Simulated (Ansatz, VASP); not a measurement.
**One calculation of ZnO4, two programs**

INCAR

```
ALGO     = Normal         # electronic algorithm
EDIFF    = 1E-6           # SCF threshold, eV
ENCUT    = 1340           # plane-wave cutoff, eV
GGA      = PE             # functional
GGA_COMPAT= F            
ISIF     = 2              # what is computed and relaxed
ISMEAR   = 0              # smearing method
LASPH    = T              # aspherical terms in the spheres
LCHARG   = F              # write CHGCAR
LREAL    = F              # projectors in reciprocal space
LWAVE    = F              # write WAVECAR
NBANDS   = 26             # bands
NELM     = 120            # most SCF steps
PREC     = Accurate       # precision mode
SIGMA    = 0.1            # smearing width, eV
```

File KPOINTS:

```
k-points
0
Gamma
  6 6 6
```

File POSCAR:

```
ZnO4
1.0
   -2.3025558900      2.3025558900      2.3025558900
    2.3025558900     -2.3025558900      2.3025558900
    2.3025558900      2.3025558900     -2.3025558900
Zn O
1 4
Direct
    0.0000000000      0.0000000000      0.0000000000
    0.5000000000      0.5000000000      0.5000000000
    0.5000000000      0.0000000000      0.0000000000
    0.0000000000      0.0000000000      0.5000000000
    0.0000000000      0.5000000000      0.0000000000
```

Input for Ansatz:

```yaml
crystal:
  lattice:
    - [-2.30255589, 2.30255589, 2.30255589]
    - [2.30255589, -2.30255589, 2.30255589]
    - [2.30255589, 2.30255589, -2.30255589]
  atoms:
    - { symbol: Zn, position: [0.0, 0.0, 0.0] }
    - { symbol: O, position: [0.5, 0.5, 0.5] }
    - { symbol: O, position: [0.5, 0.0, 0.0] }
    - { symbol: O, position: [0.0, 0.0, 0.5] }
    - { symbol: O, position: [0.0, 0.5, 0.0] }
basis:
  ecutwfc: 420
kpoints:
  mp_grid: { grid: [6, 6, 6] }
hamiltonian:
  xc: pbe
scf:
  occupations: { method: gaussian, width: 0.1 }
  lower_state_search: "off"
output:
  forces: true
  stress: true
  eigenvalues: true
```

Change from the starting cell: species swapped into the Hg4Pt type (Im-3m, No. 229).

Alike in both runs: task single point; functional PBE; k mesh 6 × 6 × 6; occupations gaussian, width 0.1 eV; no spin polarisation.

```csv
,VASP,Ansatz
version,VASP 6.6.1,Ansatz 0.2.0
potentials or method,"VASP PAW PBE potentials, release 64 (Zn, O_h), cutoff 1340 eV","scalar-relativistic, plane waves, PAW"
valence electrons in the cell,36,36
```

Ansatz gave:

* gap on the k mesh at the Fermi level (eV): none
* pressure (GPa): 8.7

**Question.** Estimate VASP's values.

**Answer.** gap on the k mesh at the Fermi level (eV): none; pressure (GPa): 9.4.

A gap of «none» marks a metal or a gap that the smearing closes.
